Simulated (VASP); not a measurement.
# Al3InSb4 (Pmm2) in VASP: relaxation of cell and atoms with PBE

Aim: the relaxation of cell and atoms of Al3InSb4 with PBE.

Program: VASP 6.6.1. These are calculated values, not measurements. Logs are shortened: lines on timing, memory, paths and dates and some standing lists are left out, and cuts for length are marked.

## Step 1: The cell of the first run

Symmetry: Pmm2, No. 25, orthorhombic system. Conventional cell: a = 4.480 Å, b = 8.983 Å, c = 6.250 Å, α = 90.00°, β = 90.00°, γ = 90.00°. Al (site symmetry mm2) has 4 Sb at 2.69 to 2.71 Å within 3.5 Å. Al (site symmetry m) has 4 Sb at 2.69 to 2.71 Å within 3.6 Å. In (site symmetry mm2) has 4 Sb at 2.83 to 2.84 Å within 3.7 Å. Within 3.6 Å of Sb (site symmetry mm2) lie 4 Al at 2.71 Å. Sb (site symmetry m) has 3 Al at 2.69 to 2.70 Å and 1 In at 2.84 Å within 3.5 Å. Within 3.6 Å of Sb (site symmetry mm2) lie 2 Al at 2.69 Å and 2 In at 2.83 Å.

## Step 2: Relaxation of cell and atoms, PBE

INCAR reads:

```
PREC = Accurate
ENCUT = 600
EDIFF = 1E-7
ISMEAR = 0
SIGMA = 0.02
LREAL = F
LASPH = T
NELM = 60
ALGO = Normal
ISIF = 3
LWAVE = F
LCHARG = F
GGA = PE
IBRION = 2
NSW = 100
EDIFFG = -0.01
```

KPOINTS reads:

```
regular mesh
0
Gamma
  6 4 6
```

POSCAR reads:

```
Al3InSb4
1.0
    4.4797527007      0.0000000000      0.0000000000
    0.0000000000      8.9828475142      0.0000000000
    0.0000000000      0.0000000000      6.2498863872
Al In Sb
3 1 4
Direct
    0.0000000000      0.0000000000      0.9988003698
    0.5000000000      0.2435887836      0.4995790714
    0.5000000000      0.7564112164      0.4995790714
    0.0000000000      0.5000000000      0.9998617277
    0.5000000000      0.0000000000      0.2432439126
    0.0000000000      0.2393467270      0.7412810598
    0.5000000000      0.5000000000      0.2763737275
    0.0000000000      0.7606532730      0.7412810598
```

Potentials or basis: VASP PAW PBE potentials, release 64 (Al, In_d, Sb).

Command:

```sh
> cat potpaw_PBE.64/Al/POTCAR potpaw_PBE.64/In_d/POTCAR potpaw_PBE.64/Sb/POTCAR > POTCAR
> mpirun -np 1 vasp_std > vasp.out
```

OUTCAR:

```text
PREC = Accurate
   ENCUT = 600
   EDIFF = 1E-7
   ISMEAR = 0
   LREAL = F
   LASPH = T
   NELM = 60
   ISIF = 3
   GGA = PE
   IBRION = 2
   NSW = 100
   EDIFFG = -0.01

 ion  position               nearest neighbor table
   1  0.000  0.000  0.999-   6 2.69   8 2.69   5 2.71   5 2.71
   2  0.500  0.244  0.500-   7 2.69   6 2.70   6 2.70   5 2.71
   3  0.500  0.756  0.500-   7 2.69   8 2.70   8 2.70   5 2.71
   4  0.000  0.500  1.000-   7 2.83   7 2.83   8 2.84   6 2.84
   5  0.500  0.000  0.243-   1 2.71   1 2.71   3 2.71   2 2.71
   6  0.000  0.239  0.741-   1 2.69   2 2.70   2 2.70   4 2.84
   7  0.500  0.500  0.276-   2 2.69   3 2.69   4 2.83   4 2.83
   8  0.000  0.761  0.741-   1 2.69   3 2.70   3 2.70   4 2.84

  LATTYP: Found a simple orthorhombic cell.
 ALAT       =     4.4797527007
 B/A-ratio  =     1.3951409385
 C/A-ratio  =     2.0052105807

  Lattice vectors:

 A1 = (  -4.4797527007,   0.0000000000,   0.0000000000)
 A2 = (   0.0000000000,   0.0000000000,   6.2498863872)
 A3 = (   0.0000000000,   8.9828475142,   0.0000000000)

Analysis of symmetry for initial positions (statically):
=====================================================================
 Subroutine PRICEL returns:
 Original cell was already a primitive cell.

 Routine SETGRP: Setting up the symmetry group for a
 simple orthorhombic supercell.

 Subroutine GETGRP returns: Found  4 space group operations
 (whereof  4 operations were pure point group operations)
 out of a pool of  8 trial point group operations.

The static configuration has the point symmetry C_2v.

Analysis of symmetry for dynamics (positions and initial velocities):
=====================================================================
 Subroutine PRICEL returns:
 Original cell was already a primitive cell.

 Routine SETGRP: Setting up the symmetry group for a
 simple orthorhombic supercell.

 Subroutine GETGRP returns: Found  4 space group operations
 (whereof  4 operations were pure point group operations)
 out of a pool of  8 trial point group operations.

The dynamic configuration has the point symmetry C_2v.

 Subroutine INISYM returns: Found  4 space group operations
 (whereof  4 operations are pure point group operations),
 and found     1 'primitive' translations

----------------------------------------------------------------------------------------

[... 112 lines left out ...]
   POTIM  = 0.5000    time-step for ionic-motion
   TEBEG  =    0.0;   TEEND  =   0.0 temperature during run
   PSTRESS=    0.0 pullay stress
   NELECT =      42.0000    total number of electrons
   NUPDOWN=      -1.0000    fix difference up-down
   EMIN   =  10.00;   EMAX   =-10.00  energy-range for DOS
   EFERMI =   0.00;   METHOD = LEGACY
   ISMEAR =     0;   SIGMA  =   0.02  broadening in eV -4-tet -1-fermi 0-gaus
   EFERMI_NEDOS =   21; number of points for ismear=-14 and -15
   IALGO  =     38    algorithm
   IMIX   =      4    mixing-type and parameters
     AMIX     =   0.40;   BMIX     =  1.00
     AMIX_MAG =   1.60;   BMIX_MAG =  1.00
  volume/ion in A,a.u.               =      31.44       212.15
  Fermi-wavevector in a.u.,A,eV,Ry     =   0.901525  1.703636 11.058103  0.812748
  Thomas-Fermi vector in A             =   2.024617
   LORBIT       =      0    0 simple, 1 ext, 2 COOP (PROOUT), +10 PAW based schemes
   GGA     = PE    functional components
   LHFCALC =     F    Hartree Fock is set to
   AEXX    =    0.0000 exact exchange contribution
   IVDW    =     0    specifies the selected vdW correction
   LEPSILON=     F    determine dielectric tensor
   LRPA    =     F    only Hartree local field effects (RPA)
 conjugate gradient relaxation of ions
 non-spin polarized calculation
 Gauss-broadening in eV      SIGMA  =   0.02
  energy-cutoff  :      600.00
  volume of cell :      251.50
 maximum number of plane-waves:      8432
 NGX is ok and might be reduce to    36
   NGX = 17   NGY = 35   NGZ = 25

--------------------------------------- Ionic step        1  -------------------------------------------

 number of electron      42.0000013 magnetization

 Free energy of the ion-electron system (eV)
  ---------------------------------------------------
  ext. energy  EPLUGINS =         0.00000000
  ---------------------------------------------------
  free energy    TOTEN  =       -31.53186825 eV

  energy without entropy =      -31.53186825  energy(sigma->0) =      -31.53186825

------------------------ aborting loop because EDIFF is reached ----------------------------------------

  FORCE on cell =-STRESS in cart. coord.  units (eV):
  Direction    XX          YY          ZZ          XY          YZ          ZX
  --------------------------------------------------------------------------------------
  -------------------------------------------------------------------------------------
  Total        0.3360152      0.1513938      1.0115778      0.0000000      0.0000000      0.0000000
  in kB        2.1405695      0.9644473      6.4442099      0.0000000      0.0000000      0.0000000
  external PRESSURE =       3.1830756 kB  Pullay stress =       0.0000000 kB
[... 239 lines left out ...]
--------------------------------------- Ionic step        7  -------------------------------------------

 number of electron      42.0000010 magnetization

 Free energy of the ion-electron system (eV)
  ---------------------------------------------------
  ext. energy  EPLUGINS =         0.00000000
  ---------------------------------------------------
  free energy    TOTEN  =       -31.53779348 eV

  energy without entropy =      -31.53779348  energy(sigma->0) =      -31.53779348

 E-fermi :   4.5679     XC(G=0):  -8.4734

 val. band max:        4.4706674839   @ k =   0.0000   0.0000   0.0000
 cond. band min:       5.1893675453   @ k =   0.0000   0.0000   0.0000
 fundamental gap:      0.7187000613
 Fermi energy:         4.5679438528

 k-point     1 :       0.0000    0.0000    0.0000
  band No.  band energies     occupation
      1      -9.9139      2.00000
      2      -9.8892      2.00000
      3      -9.8727      2.00000
      4      -9.8213      2.00000
      5      -9.8211      2.00000
      6      -6.0192      2.00000
[... 685 lines left out ...]
     25       6.4605      0.00000
     26       7.6695      0.00000

 [... further k-points ...]

------------------------ aborting loop because EDIFF is reached ----------------------------------------

  FORCE on cell =-STRESS in cart. coord.  units (eV):
  Direction    XX          YY          ZZ          XY          YZ          ZX
  --------------------------------------------------------------------------------------
  -------------------------------------------------------------------------------------
  Total        0.0052147      0.0004716      0.0031617      0.0000000      0.0000000      0.0000000
  in kB        0.0329920      0.0029838      0.0200035      0.0000000      0.0000000      0.0000000
  external PRESSURE =       0.0186598 kB  Pullay stress =       0.0000000 kB
[... 23 lines left out ...]
  FREE ENERGIE OF THE ION-ELECTRON SYSTEM (eV)
  ---------------------------------------------------
  free  energy   TOTEN  =       -31.5377934834 eV

  energy  without entropy=      -31.5377934834  energy(sigma->0) =      -31.53779348

 reached required accuracy - stopping structural energy minimisation
```

CONTCAR:

```text
Al3InSb4
   1.00000000000000
     4.4759301279440509    0.0000000000000000    0.0000000000000000
     0.0000000000000000    8.9480313489867349    0.0000000000000000
     0.0000000000000000    0.0000000000000000    6.3229198017979726
  Al              In              Sb
     3     1     4
Direct
     0.0000000000000000    0.0000000000000000    0.9991941018559535
     0.5000000000000000    0.2433481130824889    0.4999740803602548
     0.5000000000000000    0.7566518869175111    0.4999740803602548
     0.0000000000000000    0.5000000000000000    0.0003631873346301
     0.5000000000000000    0.0000000000000000    0.2428980100238317
     1.0000000000000000    0.2391212965739022    0.7413253457097718
     0.5000000000000000    0.5000000000000000    0.2749458486455386
     0.0000000000000000    0.7608787034260979    0.7413253457097718

  0.00000000E+00  0.00000000E+00  0.00000000E+00
  0.00000000E+00  0.00000000E+00  0.00000000E+00
  0.00000000E+00  0.00000000E+00  0.00000000E+00
  0.00000000E+00  0.00000000E+00  0.00000000E+00
  0.00000000E+00  0.00000000E+00  0.00000000E+00
  0.00000000E+00  0.00000000E+00  0.00000000E+00
  0.00000000E+00  0.00000000E+00  0.00000000E+00
  0.00000000E+00  0.00000000E+00  0.00000000E+00
```

It took 35 min on 1 thread of Oxide Virtual Turin-like, shared host; peak memory 0.6 GiB.

What came out:

| Quantity | Value |
| --- | --- |
| Free energy | -31.5378 eV |
| Relaxed volume | 31.65 Å³/atom |
| Relaxed cell | a = 4.476 Å, b = 8.948 Å, c = 6.323 Å, α = 90.00°, β = 90.00°, γ = 90.00° |
| Space group after relaxing (to 0.1 Å) | Pmm2 (No. 25) |
| Energy gained by relaxing | 0.7 meV/atom |
| Ionic steps | 7 |
| Pressure after relaxing | 0.0 GPa |
| Largest force after relaxing | 0.005 eV/Å |
| Band gap on the k mesh | 0.72 eV |

Forces in eV/Å, atoms in the order of the input:
```
Al   0.000  0.000  0.005
Al   0.000  0.001  0.000
Al   0.000 -0.001  0.000
In   0.000  0.000 -0.005
Sb   0.000  0.000  0.001
Sb   0.000 -0.002  0.000
Sb   0.000  0.000 -0.001
Sb   0.000  0.002  0.000
```

Step by step:
| step | energy change (eV) | largest force (eV/Å) | pressure (GPa) | volume (Å³) |
| --- | --- | --- | --- | --- |
| 1 | 0.0000 | 0.0597 | 0.32 | 251.50 |
| 2 | -0.0038 | 0.0457 | -0.10 | 253.78 |
| 3 | -0.0038 | 0.0448 | -0.13 | 253.94 |
| 4 | -0.0054 | 0.0209 | -0.07 | 253.63 |
| 5 | -0.0059 | 0.0127 | -0.01 | 253.33 |
| 6 | -0.0059 | 0.0130 | -0.01 | 253.29 |
| 7 | -0.0059 | 0.0053 | 0.00 | 253.24 |

Final structure:
```
CELL_PARAMETERS angstrom
4.47593 0.00000 0.00000
0.00000 8.94803 0.00000
0.00000 0.00000 6.32292
ATOMIC_POSITIONS crystal
Al 0.00000 0.00000 0.99919
Al 0.50000 0.24335 0.49997
Al 0.50000 0.75665 0.49997
In 0.00000 0.50000 0.00036
Sb 0.50000 0.00000 0.24290
Sb 0.00000 0.23912 0.74133
Sb 0.50000 0.50000 0.27495
Sb 0.00000 0.76088 0.74133
```

Levels at points of the mesh, in eV from the valence-band top:
| k point | band 18 | band 19 | band 20 | band 21 | band 22 | band 23 | band 24 | band 25 |
| --- | --- | --- | --- | --- | --- | --- | --- | --- |
| (0.00, 0.00, 0.00) | -0.89 | -0.10 | -0.04 | 0.00 | 0.72 | 1.24 | 1.35 | 2.14 |
| (0.50, 0.00, 0.00) | -2.08 | -2.05 | -1.14 | -0.84 | 1.08 | 1.29 | 1.29 | 1.62 |
| (0.00, 0.50, 0.00) | -1.14 | -1.07 | -0.43 | -0.06 | 1.44 | 1.77 | 1.99 | 2.17 |
| (0.50, 0.50, 0.00) | -2.10 | -2.03 | -1.94 | -1.78 | 2.01 | 2.09 | 2.21 | 2.31 |
| (0.00, 0.00, 0.50) | -1.09 | -0.91 | -0.90 | -0.64 | 0.82 | 1.04 | 1.56 | 1.74 |
| (0.50, 0.00, 0.50) | -1.08 | -0.94 | -0.91 | -0.77 | 0.86 | 1.02 | 3.50 | 3.57 |
| (0.00, 0.50, 0.50) | -1.32 | -1.28 | -1.23 | -0.74 | 1.85 | 1.87 | 1.96 | 1.99 |
| (0.50, 0.50, 0.50) | -1.58 | -1.55 | -1.53 | -1.50 | 2.38 | 2.52 | 2.54 | 2.75 |

Caveat: spin-orbit coupling is left out, which moves the levels of the heavy elements. A k mesh can miss the band edges.
